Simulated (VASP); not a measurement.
# Au (Fm-3m) in VASP: single point with PBE

Aim: the single point of Au with PBE.

Everything below comes from runs of VASP 6.6.1. Logs are shortened: lines on timing, memory, paths and dates and some standing lists are left out, and cuts for length are marked.

## 1. The cell of the first run

It takes space group Fm-3m (No. 225, cubic). Conventional cell: a = 4.146 Å, b = 4.146 Å, c = 4.146 Å, α = 90.00°, β = 90.00°, γ = 90.00°. Within 3.9 Å of Au (site symmetry m-3m) lie 12 Au at 2.93 Å.

## 2. Single point, PBE, non-collinear spin, zero start, spin-orbit coupling

INCAR

```
SYSTEM = Au
PREC = Accurate
ENCUT = 520
EDIFF = 1E-7
ISMEAR = 0
SIGMA = 0.05
LREAL = .False.
LASPH = .True.
NELM = 150
ALGO = Fast
ISIF = 2
LWAVE = .False.
LCHARG = .True.
MAGMOM = 0 0 0
LORBIT = 11
LSORBIT = .True.
GGA_COMPAT = .False.
LORBMOM = .True.
LMAXMIX = 4
GGA = PE
LVHAR = .True.
NBANDS = 22
```

KPOINTS

```
regular mesh
0
Gamma
  18 18 18
  0 0 0
```

POSCAR

```
Au
1.0
    0.0000000000      2.0731762474      2.0731762474
    2.0731762474      0.0000000000      2.0731762474
    2.0731762474      2.0731762474      0.0000000000
Au
1
Direct
    0.0000000000      0.0000000000      0.0000000000
```

Potentials or basis: VASP PAW PBE potentials, release 64 (Au).

On the command line:

```
> cat potpaw_PBE.64/Au/POTCAR > POTCAR
> mpirun -np 1 vasp_ncl > vasp.out
```

OUTCAR:

```text
SYSTEM = Au
   PREC = Accurate
   ENCUT = 520
   EDIFF = 1E-7
   ISMEAR = 0
   LREAL = .False.
   LASPH = .True.
   NELM = 150
   ISIF = 2
   LORBIT = 11
   LSORBIT = .True.
   GGA = PE

 ion  position               nearest neighbor table
   1  0.000  0.000  0.000-

  LATTYP: Found a face centered cubic cell.
 ALAT       =     4.1463524948

  Lattice vectors:

 A1 = (   0.0000000000,   2.0731762474,   2.0731762474)
 A2 = (   2.0731762474,   0.0000000000,   2.0731762474)
 A3 = (   2.0731762474,   2.0731762474,   0.0000000000)

Analysis of symmetry for initial positions (statically):
=====================================================================
 Subroutine PRICEL returns:
 Original cell was already a primitive cell.

 Routine SETGRP: Setting up the symmetry group for a
 face centered cubic supercell.

 Subroutine GETGRP returns: Found 48 space group operations
 (whereof 48 operations were pure point group operations)
 out of a pool of 48 trial point group operations.

The static configuration has the point symmetry O_h .

Analysis of symmetry for dynamics (positions and initial velocities):
=====================================================================
 Subroutine PRICEL returns:
 Original cell was already a primitive cell.

 Routine SETGRP: Setting up the symmetry group for a
 face centered cubic supercell.

 Subroutine GETGRP returns: Found 48 space group operations
 (whereof 48 operations were pure point group operations)
 out of a pool of 48 trial point group operations.

The dynamic configuration has the point symmetry O_h .

Analysis of structural, dynamic, and magnetic symmetry:
=====================================================================
 Subroutine PRICEL returns:
 Original cell was already a primitive cell.

 Routine SETGRP: Setting up the symmetry group for a
 face centered cubic supercell.

 Subroutine GETGRP returns: Found 48 space group operations
 (whereof 48 operations were pure point group operations)
 out of a pool of 48 trial point group operations.

The overall configuration has the point symmetry O_h .

 Subroutine INISYM returns: Found 48 space group operations
 (whereof 48 operations are pure point group operations),
 and found     1 'primitive' translations

----------------------------------------------------------------------------------------

                                     Primitive cell

  volume of cell :      17.8213

  direct lattice vectors                    reciprocal lattice vectors
     0.000000000  2.073176247  2.073176247    -0.241175829  0.241175829  0.241175829
     2.073176247  0.000000000  2.073176247     0.241175829 -0.241175829  0.241175829
     2.073176247  2.073176247  0.000000000     0.241175829  0.241175829 -0.241175829

  length of vectors
     2.931913966  2.931913966  2.931913966     0.417728789  0.417728789  0.417728789

  position of ions in fractional coordinates (direct lattice)
     0.000000000  0.000000000  0.000000000

  ion indices of the primitive-cell ions
   primitive index   ion index
                 1           1

----------------------------------------------------------------------------------------

 KPOINTS: regular mesh

Automatic generation of k-mesh.
 Grid dimensions read from file:
 generate k-points for:   18   18   18

 Generating k-lattice:

  Cartesian coordinates                     Fractional coordinates (reciprocal lattice)
    -0.013398657  0.013398657  0.013398657     0.055555556  0.000000000  0.000000000
     0.013398657 -0.013398657  0.013398657     0.000000000  0.055555556  0.000000000
     0.013398657  0.013398657 -0.013398657     0.000000000  0.000000000  0.055555556

  Length of vectors
     0.023207155  0.023207155  0.023207155

  Shift w.r.t. Gamma in fractional coordinates (k-lattice)
     0.000000000  0.000000000  0.000000000

 Subroutine IBZKPT returns following result:
 ===========================================

 Found    195 irreducible k-points:
[... 40 lines left out ...]
   ISPIN  =      1    spin polarized calculation?
   LNONCOLLINEAR =      T non collinear calculations
   LSORBIT =      T    spin-orbit coupling
   LASPH  =      T    aspherical Exc in radial PAW
   ENCUT  =  520.0 eV  38.22 Ry    6.18 a.u.   5.45  5.45  5.45*2*pi/ulx,y,z
   NELM   =    150;   NELMIN=  2; NELMDL= -5     # of ELM steps
   EDIFF  = 0.1E-06   stopping-criterion for ELM
   LREAL  =      F    real-space projection
   EDIFFG = 0.1E-05   stopping-criterion for IOM
   NSW    =      0    number of steps for IOM
   IBRION =     -1    ionic relax: 0-MD 1-quasi-New 2-CG
   NFREE  =      0    steps in history (QN), initial steepest desc. (CG)
   ISIF   =      2    stress and relaxation
   ISYM   =      2    0-nonsym 1-usesym 2-fastsym
   POTIM  = 0.5000    time-step for ionic-motion
   TEBEG  =    0.0;   TEEND  =   0.0 temperature during run
   PSTRESS=    0.0 pullay stress
   NELECT =      11.0000    total number of electrons
   NUPDOWN=      -1.0000    fix difference up-down
   EMIN   =  10.00;   EMAX   =-10.00  energy-range for DOS
   EFERMI =   0.00;   METHOD = LEGACY
   ISMEAR =     0;   SIGMA  =   0.05  broadening in eV -4-tet -1-fermi 0-gaus
   EFERMI_NEDOS =   21; number of points for ismear=-14 and -15
   IALGO  =     68    algorithm
   IMIX   =      4    mixing-type and parameters
     AMIX     =   0.40;   BMIX     =  1.00
     AMIX_MAG =   1.60;   BMIX_MAG =  1.00
  volume/ion in A,a.u.               =      17.82       120.26
  Fermi-wavevector in a.u.,A,eV,Ry     =   1.393883  2.634056 26.434874  1.942908
  Thomas-Fermi vector in A             =   2.517486
   LORBIT       =     11    0 simple, 1 ext, 2 COOP (PROOUT), +10 PAW based schemes
   GGA     = PE    functional components
   LHFCALC =     F    Hartree Fock is set to
   AEXX    =    0.0000 exact exchange contribution
   IVDW    =     0    specifies the selected vdW correction
   LEPSILON=     F    determine dielectric tensor
   LRPA    =     F    only Hartree local field effects (RPA)
 RMM-DIIS sequential band-by-band and
 Gauss-broadening in eV      SIGMA  =   0.05
  energy-cutoff  :      520.00
  volume of cell :       17.82
 maximum number of plane-waves:      1062
 NGX is ok and might be reduce to    24
   NGX = 11   NGY = 11   NGZ = 11

 number of electron      11.0000002 magnetization       0.0000000      0.0000000      0.0000000

 number of electron      11.0000002 magnetization      -0.0000000      0.0000000      0.0000000

 number of electron      11.0000002 magnetization      -0.0000000      0.0000000     -0.0000000

 Free energy of the ion-electron system (eV)
  ---------------------------------------------------
  ext. energy  EPLUGINS =         0.00000000
  ---------------------------------------------------
  free energy    TOTEN  =        -3.50670533 eV

  energy without entropy =       -3.50622860  energy(sigma->0) =       -3.50646696

 E-fermi :   8.7645     XC(G=0): -12.4589

 val. band max:        8.7631475241   @ k =   0.5000   0.2778   0.1111
 cond. band min:       8.7707695803   @ k =   0.5000   0.1667   0.0556
 fundamental gap:      0.0076220562
 Fermi energy:         8.7644506660

 k-point     1 :       0.0000    0.0000    0.0000
  band No.  band energies     occupation
      1      -0.6483      1.00000
      2      -0.6483      1.00000
      3       3.6389      1.00000
      4       3.6389      1.00000
      5       3.6389      1.00000
      6       3.6389      1.00000
[... 589 lines left out ...]
     21      29.8304      0.00000
     22      29.8304      0.00000

 [... further k-points ...]
[... 5 lines left out ...]
  --------------------------------------------------------------------------------------
  -------------------------------------------------------------------------------------
  Total       -0.0066877     -0.0066877     -0.0066877     -0.0000000      0.0000000     -0.0000000
  in kB       -0.6012407     -0.6012407     -0.6012407     -0.0000000      0.0000000     -0.0000000
  external PRESSURE =      -0.6012407 kB  Pullay stress =       0.0000000 kB

 VOLUME and BASIS-vectors are now :
 -----------------------------------------------------------------------------
  energy-cutoff  :      520.00
  volume of cell :       17.82
      direct lattice vectors                 reciprocal lattice vectors
     0.000000000  2.073176247  2.073176247    -0.241175829  0.241175829  0.241175829
     2.073176247  0.000000000  2.073176247     0.241175829 -0.241175829  0.241175829
     2.073176247  2.073176247  0.000000000     0.241175829  0.241175829 -0.241175829

 POSITION                                       TOTAL-FORCE (eV/Angst)
 -----------------------------------------------------------------------------------
      0.00000      0.00000      0.00000         0.000000     -0.000000      0.000000
 -----------------------------------------------------------------------------------
    total drift:                               -0.000000      0.000000     -0.000000

  FREE ENERGIE OF THE ION-ELECTRON SYSTEM (eV)
  ---------------------------------------------------
  free  energy   TOTEN  =        -3.5067053268 eV

  energy  without entropy=       -3.5062285956  energy(sigma->0) =       -3.50646696

 orbital moment (x)

 # of ion     p       d       tot
 ----------------------------------------
  1        -0.000   0.000   0.000
 ----------------------------------------
           -0.000   0.000   0.000

 orbital moment (y)

 # of ion     p       d       tot
 ----------------------------------------
  1        -0.000  -0.000  -0.000
 ----------------------------------------
           -0.000  -0.000  -0.000

 orbital moment (z)

 # of ion     p       d       tot
 ----------------------------------------
  1         0.000   0.000   0.000
 ----------------------------------------
            0.000   0.000   0.000

 Spin-Orbit-Coupling matrix elements

 Ion:    1  E_soc:     -0.5736413
 l=   1
     0.0000000    -0.0243411    -0.0243411
    -0.0243411     0.0000000    -0.0243411
    -0.0243411    -0.0243411     0.0000000
 l=   2
     0.0000000    -0.0155457     0.0000000    -0.0155457    -0.0557201
    -0.0155457     0.0000000    -0.0417901    -0.0155457    -0.0139300
     0.0000000    -0.0417901     0.0000000    -0.0417901     0.0000000
    -0.0155457    -0.0155457    -0.0417901     0.0000000    -0.0139300
    -0.0557201    -0.0139300     0.0000000    -0.0139300     0.0000000
 l=   3
     0.0000000     0.0000000     0.0000000     0.0000000     0.0000000     0.0000000     0.0000000
     0.0000000     0.0000000     0.0000000     0.0000000     0.0000000     0.0000000     0.0000000
     0.0000000     0.0000000     0.0000000     0.0000000     0.0000000     0.0000000     0.0000000
     0.0000000     0.0000000     0.0000000     0.0000000     0.0000000     0.0000000     0.0000000
     0.0000000     0.0000000     0.0000000     0.0000000     0.0000000     0.0000000     0.0000000
     0.0000000     0.0000000     0.0000000     0.0000000     0.0000000     0.0000000     0.0000000
     0.0000000     0.0000000     0.0000000     0.0000000     0.0000000     0.0000000     0.0000000

 total charge

# of ion       s       p       d       tot
------------------------------------------
    1        0.528   0.336   8.738   9.601

 magnetization (x)

# of ion       s       p       d       tot
------------------------------------------
    1       -0.000  -0.000   0.000  -0.000

 magnetization (y)

# of ion       s       p       d       tot
------------------------------------------
    1       -0.000  -0.000   0.000  -0.000

 magnetization (z)

# of ion       s       p       d       tot
------------------------------------------
    1        0.000  -0.000   0.000   0.000
```

It took 2.7 min on 1 thread of Intel Xeon Platinum 8375C at 2.90GHz (Ice Lake), shared host; peak memory 0.27 GiB.

What came out:

| Quantity | Value |
| --- | --- |
| Free energy | -3.5067 eV |
| Pressure | -0.1 GPa |
| Net moment | 0.00 μB per cell |
| Valence electrons inside the program's atomic spheres | Au 9.60 |

Moments on the atoms (μB; x, y, z):
```
Au  0.00 0.00 0.00
```
